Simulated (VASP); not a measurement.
# Ce (Fm-3m) in VASP: notebook, part 2 of 2

VASP 6.6.1.

## Step 4: Single point, PBE, collinear spin, ferromagnetic start

This run uses another cell than the first one, of 26.56 Å³/atom, 0.988 times its volume.

File INCAR:

```
PREC = Accurate
ENCUT = 520
EDIFF = 1E-6
ISMEAR = -1
SIGMA = 0.05
LREAL = F
LASPH = T
NELM = 150
ALGO = Normal
ISIF = 2
LWAVE = F
LCHARG = T
ISPIN = 2
MAGMOM = 1
LORBIT = 11
LMAXMIX = 6
GGA = PE
LELF = T
LVHAR = T
NBANDS = 16
```

File KPOINTS:

```
regular mesh
0
Gamma
  11 11 11
```

File POSCAR:

```
Ce
1.0
    0.0000000000      2.3680617045      2.3680617045
    2.3680617045      0.0000000000      2.3680617045
    2.3680617045      2.3680617045      0.0000000000
Ce
1
Direct
    0.0000000000      0.0000000000      0.0000000000
```

Potentials or basis: VASP PAW PBE potentials, release 64 (Ce).

Launch:

```
$ cat potpaw_PBE.64/Ce/POTCAR > POTCAR
$ mpirun -np 1 vasp_std > vasp.out
```

OUTCAR:

```text
PREC = Accurate
   ENCUT = 520
   EDIFF = 1E-6
   ISMEAR = -1
   LREAL = F
   LASPH = T
   NELM = 150
   ISIF = 2
   ISPIN = 2
   LORBIT = 11
   GGA = PE

 ion  position               nearest neighbor table
   1  0.000  0.000  0.000-

  LATTYP: Found a face centered cubic cell.
 ALAT       =     4.7361234090

  Lattice vectors:

 A1 = (   0.0000000000,   2.3680617045,   2.3680617045)
 A2 = (   2.3680617045,   0.0000000000,   2.3680617045)
 A3 = (   2.3680617045,   2.3680617045,   0.0000000000)

Analysis of symmetry for initial positions (statically):
=====================================================================
 Subroutine PRICEL returns:
 Original cell was already a primitive cell.

 Routine SETGRP: Setting up the symmetry group for a
 face centered cubic supercell.

 Subroutine GETGRP returns: Found 48 space group operations
 (whereof 48 operations were pure point group operations)
 out of a pool of 48 trial point group operations.

The static configuration has the point symmetry O_h .

Analysis of symmetry for dynamics (positions and initial velocities):
=====================================================================
 Subroutine PRICEL returns:
 Original cell was already a primitive cell.

 Routine SETGRP: Setting up the symmetry group for a
 face centered cubic supercell.

 Subroutine GETGRP returns: Found 48 space group operations
 (whereof 48 operations were pure point group operations)
 out of a pool of 48 trial point group operations.

The dynamic configuration has the point symmetry O_h .

Analysis of structural, dynamic, and magnetic symmetry:
=====================================================================
 Subroutine PRICEL returns:
 Original cell was already a primitive cell.

 Routine SETGRP: Setting up the symmetry group for a
 face centered cubic supercell.

 Subroutine GETGRP returns: Found 48 space group operations
 (whereof 48 operations were pure point group operations)
 out of a pool of 48 trial point group operations.
[... 129 lines left out ...]
   LRPA    =     F    only Hartree local field effects (RPA)
 spin polarized calculation
  energy-cutoff  :      520.00
  volume of cell :       26.56
 maximum number of plane-waves:       728
 NGX is ok and might be reduce to    28
   NGX = 13   NGY = 13   NGZ = 13

 number of electron      12.0000000 magnetization      -0.0007120

 number of electron      12.0000000 magnetization       0.0000192

 Free energy of the ion-electron system (eV)
  ---------------------------------------------------
  ext. energy  EPLUGINS =         0.00000000
  ---------------------------------------------------
  free energy    TOTEN  =        -5.94379645 eV

  energy without entropy =       -5.92792344  energy(sigma->0) =       -5.93585994

 E-fermi :   9.3557     XC(G=0): -11.2737

 val. band max:        9.3405397119   @ k =   0.3636   0.0000   0.0000
 cond. band min:       9.4227440390   @ k =  -0.2727   0.2727   0.0000
 fundamental gap:      0.0822043271
 Fermi energy:         9.3556925670

 spin component 1

 k-point     1 :       0.0000    0.0000    0.0000
  band No.  band energies     occupation
      1     -25.3917      1.00000
      2      -6.5719      1.00000
      3      -6.5719      1.00000
      4      -6.5719      1.00000
      5       6.4881      1.00000
      6       9.1587      0.98093
[... 435 lines left out ...]
      5       8.8364      0.99997
      6       8.8740      0.99993
[... 8 lines left out ...]
     15      12.8751      0.00000
     16      13.0967      0.00000

 [... further k-points ...]

 spin component 2

 k-point     1 :       0.0000    0.0000    0.0000
  band No.  band energies     occupation
      1     -25.3918      1.00000
      2      -6.5721      1.00000
      3      -6.5721      1.00000
      4      -6.5721      1.00000
      5       6.4882      1.00000
      6       9.1588      0.98090
[... 435 lines left out ...]
      5       8.8364      0.99997
      6       8.8740      0.99993
[... 8 lines left out ...]
     15      12.8750      0.00000
     16      13.0965      0.00000

 [... further k-points ...]
[... 5 lines left out ...]
  --------------------------------------------------------------------------------------
  -------------------------------------------------------------------------------------
  Total       -0.0132728     -0.0132728     -0.0132728      0.0000000      0.0000000      0.0000000
  in kB       -0.8006890     -0.8006890     -0.8006890      0.0000000      0.0000000      0.0000000
  external PRESSURE =      -0.8006890 kB  Pullay stress =       0.0000000 kB

 VOLUME and BASIS-vectors are now :
 -----------------------------------------------------------------------------
  energy-cutoff  :      520.00
  volume of cell :       26.56
      direct lattice vectors                 reciprocal lattice vectors
     0.000000000  2.368061705  2.368061705    -0.211143147  0.211143147  0.211143147
     2.368061705  0.000000000  2.368061705     0.211143147 -0.211143147  0.211143147
     2.368061705  2.368061705  0.000000000     0.211143147  0.211143147 -0.211143147

 POSITION                                       TOTAL-FORCE (eV/Angst)
 -----------------------------------------------------------------------------------
      0.00000      0.00000      0.00000         0.000000      0.000000     -0.000000
 -----------------------------------------------------------------------------------
    total drift:                                0.000000     -0.000000     -0.000000

  FREE ENERGIE OF THE ION-ELECTRON SYSTEM (eV)
  ---------------------------------------------------
  free  energy   TOTEN  =        -5.9437964457 eV

  energy  without entropy=       -5.9279234411  energy(sigma->0) =       -5.93585994

 total charge

# of ion       s       p       d       f       tot
--------------------------------------------------
    1        2.089   5.565   1.244   1.022   9.920

 magnetization (x)

# of ion       s       p       d       f       tot
--------------------------------------------------
    1       -0.000  -0.000  -0.000   0.000  -0.000
```

Wall time 76 s (1 thread of AMD EPYC 7R13 (Zen 3), shared host); peak memory 0.17 GiB.

Results:

| Quantity | Value |
| --- | --- |
| Free energy | -5.9438 eV |
| Pressure | -0.1 GPa |
| Band gap on the k mesh | zero (filled and empty bands overlap) |
| Net moment | 0.00 μB per cell |
| Valence electrons inside the program's atomic spheres | Ce 9.92 |

Caveat: the magnetic or orbital state may not be the lowest; spin-orbit coupling is left out, which moves the levels of the heavy elements.

## Step 5: Single point, PBE, collinear spin, ferromagnetic start

This run uses another cell than the first one, of 26.56 Å³/atom, 0.988 times its volume.

File INCAR:

```
SYSTEM = Ce
PREC = Accurate
ENCUT = 520
EDIFF = 1E-6
ISMEAR = -1
SIGMA = 0.6
LREAL = .False.
LASPH = .True.
NELM = 150
ALGO = Normal
ISIF = 2
LWAVE = .False.
LCHARG = .True.
ISPIN = 2
MAGMOM = 1
LORBIT = 11
LMAXMIX = 6
GGA = PE
LELF = .True.
LVHAR = .True.
NBANDS = 16
```

File KPOINTS:

```
Automatic mesh
0
Gamma
  11 11 11
  0 0 0
```

POSCAR is that of step 4.

Launch:

```
$ cat potpaw_PBE.64/Ce/POTCAR > POTCAR
$ mpirun -np 1 vasp_std > vasp.out
```

Wall time 78 s (1 thread of AMD EPYC 7R13 (Zen 3), shared host); peak memory 0.17 GiB.

It converged, with:

```yaml
Free_energy: -7.7698 eV
Pressure: 11.3 GPa
Band_gap_on_the_k_mesh: zero (filled and empty bands overlap)
Net_moment: 0.00 μB per cell
Valence_electrons_inside_the_program's_atomic_spheres: Ce 10.01
```

Levels at points of the mesh, in eV from the Fermi level:
Spin up:
| k point | band 4 | band 5 | band 6 | band 7 | band 8 | band 9 |
| --- | --- | --- | --- | --- | --- | --- |
| (0.00, 0.00, 0.00) | -15.58 | -2.90 | 0.61 | 1.31 | 1.31 | 1.31 |
Spin down:
| k point | band 3 | band 4 | band 5 | band 6 | band 7 | band 8 | band 9 | band 10 |
| --- | --- | --- | --- | --- | --- | --- | --- | --- |
| (0.00, 0.00, 0.00) | -15.58 | -15.58 | -2.90 | 0.61 | 1.31 | 1.31 | 1.31 | 1.76 |

Caveat: the magnetic or orbital state may not be the lowest; spin-orbit coupling is left out, which moves the levels of the heavy elements.

## Step 6: The runs side by side

| spin | cell | k mesh | smearing | gap on the mesh (eV) | pressure (GPa) | moment (μB) |
| --- | --- | --- | --- | --- | --- | --- |
| off | a = 3.362 Å, angles 60.0°, 1 atom | 15 × 15 × 15 | fermi-dirac 0.1 eV | none | -0.3 | - |
| off | a = 3.362 Å, angles 60.0°, 1 atom | 17 × 17 × 17 | fermi-dirac 0.1 eV | none | -0.3 | - |
| collinear, ferromagnetic start | a = 3.349 Å, angles 60.0°, 1 atom | 11 × 11 × 11 | fermi-dirac 0.05 eV | none | -0.1 | 0.00 |
| collinear, ferromagnetic start | a = 3.349 Å, angles 60.0°, 1 atom | 11 × 11 × 11 | fermi-dirac 0.6 eV | none | 11.3 | 0.00 |

Alike in all rows: task single point; level PBE; potentials or basis VASP PAW PBE potentials, release 64 (Ce); cutoff (eV) 520.

Caveats: spin-orbit coupling is left out, which moves the levels of the heavy elements; the magnetic or orbital state may not be the lowest (some runs).

Absolute energies hang on the potentials; compare differences alone.
